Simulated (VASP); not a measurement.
# Al (P6_3/mmc) in VASP: notebook, part 2 of 2

VASP 6.6.1. Earlier steps stand in the parts before.

## 3. Single point, PBE+D3(BJ) (biaxial strain in the a-b plane: -3.0 %)

Input file INCAR:

```
  PREC = Accurate
  ENCUT = 520
  EDIFF = 1E-6
  ISMEAR = 0
  SIGMA = 0.1
  LREAL = F
  LASPH = T
  NELM = 60
  ALGO = Normal
  ISIF = 2
  LWAVE = F
  LCHARG = T
  GGA = PE
  IVDW = 12
  LELF = T
  LVHAR = T
  NBANDS = 10
```

Input file KPOINTS:

```
Automatic mesh
0
Gamma
  24 24 12
```

Input file POSCAR:

```
Al
1.0
    2.7197089362      0.0000000000      0.0000000000
   -1.3598544681      2.3553370297      0.0000000000
    0.0000000000      0.0000000000      4.7605735699
Al
2
Direct
    0.6666666667      0.3333333333      0.7500000000
    0.3333333333      0.6666666667      0.2500000000
```

Potentials or basis: VASP PAW PBE potentials, release 64 (Al).

Command:

```console
$ cat potpaw_PBE.64/Al/POTCAR > POTCAR
$ mpirun -np 1 vasp_std > vasp.out
```

OUTCAR:

```text
PREC = Accurate
   ENCUT = 520
   EDIFF = 1E-6
   ISMEAR = 0
   LREAL = F
   LASPH = T
   NELM = 60
   ISIF = 2
   GGA = PE
   IVDW = 12
 IVDW          = 12

 ion  position               nearest neighbor table
   1  0.667  0.333  0.750-   2 2.85   2 2.85   2 2.85   2 2.85   2 2.85   2 2.85
   2  0.333  0.667  0.250-   1 2.85   1 2.85   1 2.85   1 2.85   1 2.85   1 2.85

  LATTYP: Found a hexagonal cell.
 ALAT       =     2.7197089362
 C/A-ratio  =     1.7503981792

  Lattice vectors:

 A1 = (   2.7197089362,   0.0000000000,   0.0000000000)
 A2 = (  -1.3598544681,   2.3553370297,   0.0000000000)
 A3 = (   0.0000000000,   0.0000000000,   4.7605735699)

Analysis of symmetry for initial positions (statically):
=====================================================================
 Subroutine PRICEL returns:
 Original cell was already a primitive cell.

 Routine SETGRP: Setting up the symmetry group for a
 hexagonal supercell.

 Subroutine GETGRP returns: Found 24 space group operations
 (whereof 12 operations were pure point group operations)
 out of a pool of 24 trial point group operations.

The static configuration has the point symmetry D_3d.
 The point group associated with its full space group is D_6h.

Analysis of symmetry for dynamics (positions and initial velocities):
=====================================================================
 Subroutine PRICEL returns:
 Original cell was already a primitive cell.

 Routine SETGRP: Setting up the symmetry group for a
 hexagonal supercell.

 Subroutine GETGRP returns: Found 24 space group operations
 (whereof 12 operations were pure point group operations)
 out of a pool of 24 trial point group operations.

The dynamic configuration has the point symmetry D_3d.
 The point group associated with its full space group is D_6h.

 Subroutine INISYM returns: Found 24 space group operations
 (whereof 12 operations are pure point group operations),
 and found     1 'primitive' translations

[... 119 lines left out ...]
   GGA     = PE    functional components
   LHFCALC =     F    Hartree Fock is set to
   AEXX    =    0.0000 exact exchange contribution
   IVDW    =    12    specifies the selected vdW correction
   LEPSILON=     F    determine dielectric tensor
   LRPA    =     F    only Hartree local field effects (RPA)
 non-spin polarized calculation
 Gauss-broadening in eV      SIGMA  =   0.10
  energy-cutoff  :      520.00
  volume of cell :       30.50
 maximum number of plane-waves:       837
   NGX = 11   NGY = 11   NGZ = 17

 number of electron       6.0000000 magnetization

 Free energy of the ion-electron system (eV)
  ---------------------------------------------------
  ext. energy  EPLUGINS =         0.00000000
  ---------------------------------------------------
  free energy    TOTEN  =        -7.34347030 eV

  energy without entropy =       -7.33949172  energy(sigma->0) =       -7.34148101

 E-fermi :   8.8327     XC(G=0): -10.4845

 val. band max:        8.8281380563   @ k =   0.2917   0.1250   0.3333
 cond. band min:       8.8398374879   @ k =   0.4167   0.0417   0.2500
 fundamental gap:      0.0116994316
 Fermi energy:         8.8327146402

 k-point     1 :       0.0000    0.0000    0.0000
  band No.  band energies     occupation
      1      -2.8484      2.00000
      2       3.4902      2.00000
      3       3.5720      2.00000
      4      20.1899      0.00000
      5      21.1963      0.00000
      6      21.1963      0.00000
      7      21.2818      0.00000
      8      21.2818      0.00000
      9      21.8319      0.00000
     10      24.6646      0.00000
[... 287 lines left out ...]
 k-point    24 :       0.4583    0.0417    0.0000
  band No.  band energies     occupation
      1       3.1518      2.00000
      2       4.1902      2.00000
      3       9.2169      0.00000
      4       9.3185      0.00000
      5      10.4756      0.00000
      6      10.5737      0.00000
      7      14.9572      0.00000
      8      18.2404      0.00000
      9      20.4017      0.00000
     10      20.5753      0.00000

 [... further k-points ...]

------------------------ aborting loop because EDIFF is reached ----------------------------------------

 Edisp (eV)   -0.73042

 E8    (eV) :    -0.3271

  FORCE on cell =-STRESS in cart. coord.  units (eV):
  Direction    XX          YY          ZZ          XY          YZ          ZX
  --------------------------------------------------------------------------------------
  -------------------------------------------------------------------------------------
  Total       1.23592     1.23592     0.09008     0.00000    -0.00000     0.00000
  in kB      64.93326    64.93326     4.73265     0.00000    -0.00000     0.00000
  external pressure =       44.87 kB  Pullay stress =        0.00 kB

 VOLUME and BASIS-vectors are now :
 -----------------------------------------------------------------------------
  energy-cutoff  :      520.00
  volume of cell :       30.50
      direct lattice vectors                 reciprocal lattice vectors
     2.719708936  0.000000000  0.000000000     0.367686404  0.212283845  0.000000000
    -1.359854468  2.355337030  0.000000000     0.000000000  0.424567689  0.000000000
     0.000000000  0.000000000  4.760573570     0.000000000  0.000000000  0.210058722

 POSITION                                       TOTAL-FORCE (eV/Angst)
 -----------------------------------------------------------------------------------
      1.35985      0.78511      3.57043        -0.000000      0.000000      0.000000
     -0.00000      1.57022      1.19014         0.000000     -0.000000      0.000000
 -----------------------------------------------------------------------------------
    total drift:                                0.000000     -0.000000     -0.000000

  FREE ENERGIE OF THE ION-ELECTRON SYSTEM (eV)
  ---------------------------------------------------
  free  energy   TOTEN  =        -8.0738876808 eV

  energy  without entropy=       -8.0699091025  energy(sigma->0) =       -8.07189839
```

OSZICAR:

```text
N       E                     dE             d eps       ncg     rms          rms(c)
DAV:   1     0.225279142110E+00    0.22528E+00   -0.23778E+03  8548   0.478E+02
DAV:   2    -0.722820969658E+01   -0.74535E+01   -0.71280E+01 11398   0.555E+01
DAV:   3    -0.739478782949E+01   -0.16658E+00   -0.16313E+00 11226   0.655E+00
DAV:   4    -0.739552992151E+01   -0.74209E-03   -0.74201E-03 10150   0.489E-01
DAV:   5    -0.739553591252E+01   -0.59910E-05   -0.59909E-05 10418   0.458E-02    0.204E+00
DAV:   6    -0.736506483289E+01    0.30471E-01   -0.26680E-03  9570   0.279E-01    0.118E+00
DAV:   7    -0.734358119444E+01    0.21484E-01   -0.76705E-03  8978   0.441E-01    0.185E-01
DAV:   8    -0.734347510809E+01    0.10609E-03   -0.11021E-04 11872   0.601E-02    0.441E-02
DAV:   9    -0.734347071701E+01    0.43911E-05   -0.27469E-06  9998   0.858E-03    0.331E-03
DAV:  10    -0.734347030062E+01    0.41639E-06   -0.10987E-07  5432   0.172E-03
   1 F= -.80738877E+01 E0= -.80718984E+01  d E =-.397858E-02
```

It took 59 s on 1 thread of AMD EPYC 7R43 (Zen 3), shared host; peak memory 0.19 GiB.

What came out:

* Free energy: -8.0739 eV
* Pressure: 4.5 GPa
* Band gap on the k mesh: zero (band 3 reaches 12.59 eV, above the bottom of band 4 at 5.71 eV)
* Dispersion energy per atom: -0.365 eV

Levels at points of the mesh, in eV from the Fermi level:
```
           k point  band 1  band 2  band 3  band 4  band 5  band 6
(0.00, 0.00, 0.00)  -11.68   -5.34   -5.26   11.36   12.36   12.36
(0.50, 0.00, 0.00)   -5.22   -5.19    0.62    0.67    1.33    1.51
(0.00, 0.00, 0.50)  -10.06  -10.06    2.32    2.32   13.18   13.18
(0.50, 0.00, 0.50)   -4.06   -4.06   -3.13   -3.13    7.55    7.55
```

Caveat: the cell differs from its parent crystal (biaxial strain in the a-b plane: -3.0 %); pairwise dispersion overbinds metals, which lowers pressure and volume.

## 4. Single point, PBE+D3(BJ) (biaxial strain in the a-b plane: -3.0 %, then relaxed in part)

Input file INCAR:

```
ALGO     = Normal         # electronic algorithm
EDIFF    = 1E-7           # SCF threshold, eV
ENCUT    = 520            # plane-wave cutoff, eV
GGA      = PE             # functional
ISIF     = 2              # what is computed and relaxed
ISMEAR   = 0              # smearing method
IVDW     = 12             # dispersion correction
LASPH    = True           # aspherical terms in the spheres
LCHARG   = True           # write CHGCAR
LELF     = True           # ELF
LREAL    = False          # projectors in reciprocal space
LVHAR    = True         
LWAVE    = False          # write WAVECAR
NBANDS   = 10             # bands
NELM     = 100            # most SCF steps
PREC     = Accurate       # precision mode
SIGMA    = 0.1            # smearing width, eV
```

Input file KPOINTS:

```
k-points
0
Gamma
  24 24 12
```

POSCAR: that of step 3 with these lines changed.

```diff
@@ -4,3 +4,3 @@
    -1.3598544681      2.3553370297      0.0000000000
-    0.0000000000      0.0000000000      4.7605735699
+    0.0000000000      0.0000000000      4.7792026592
 Al
```

Command:

```console
$ cat potpaw_PBE.64/Al/POTCAR > POTCAR
$ mpirun -np 1 vasp_std > vasp.out
```

Wall time 68 s (1 thread of AMD EPYC 7R43 (Zen 3), shared host); peak memory 0.19 GiB.

The run converged. Its results:

| Item | Value |
| --- | --- |
| Free energy | -8.0741 eV |
| Pressure | 4.2 GPa |
| Band gap on the k mesh | zero (band 3 reaches 12.50 eV, above the bottom of band 4 at 5.68 eV) |
| Dispersion energy per atom | -0.364 eV |

Stress tensor (GPa, compression positive):
```
 6.25  0.00  0.00
 0.00  6.25  0.00
 0.00  0.00 -0.01
```

Levels at points of the mesh, in eV from the Fermi level:
```csv
k point,band 1,band 2,band 3,band 4,band 5,band 6,band 7,band 8
"(0.00, 0.00, 0.00)",-11.65,-5.38,-5.26,11.26,12.39,12.39,12.48,12.48
"(0.50, 0.00, 0.00)",-5.19,-5.16,0.62,0.63,1.33,1.48,6.92,8.54
"(0.00, 0.00, 0.50)",-10.04,-10.04,2.24,2.24,13.20,13.20,13.20,13.20
"(0.50, 0.00, 0.50)",-4.04,-4.04,-3.11,-3.11,7.53,7.53,8.24,8.24
```

Caveat: the cell differs from its parent crystal (biaxial strain in the a-b plane: -3.0 %, then relaxed in part); pairwise dispersion overbinds metals, which lowers pressure and volume.

## 5. The runs side by side

| task | cell | k mesh | cutoff (eV) | smearing | gap on the mesh (eV) | pressure (GPa) |
| --- | --- | --- | --- | --- | --- | --- |
| relaxation of cell and atoms | relaxed to 3 GPa from a = 2.817, b = 2.817, c = 4.637 Å, angles 90.0, 90.0, 120.0°, 2 atoms | 18 × 18 × 10 | 600 | fermi-dirac 0.15 eV | none | 3.0 |
| single point | a = 2.720, b = 2.720, c = 4.761 Å, angles 90.0, 90.0, 120.0°, 2 atoms | 24 × 24 × 12 | 520 | gaussian 0.1 eV | none | 4.5 |
| single point | a = 2.720, b = 2.720, c = 4.779 Å, angles 90.0, 90.0, 120.0°, 2 atoms | 24 × 24 × 12 | 520 | gaussian 0.1 eV | none | 4.2 |

Alike in all rows: level PBE+D3(BJ); potentials or basis VASP PAW PBE potentials, release 64 (Al); no spin polarisation.

Caveats: pairwise dispersion overbinds metals, which lowers pressure and volume; the cell is relaxed towards a set pressure, so the enthalpy falls and the energy may rise (some runs).

Total energies depend on the potentials used, so only differences within one code and one set of settings carry meaning.
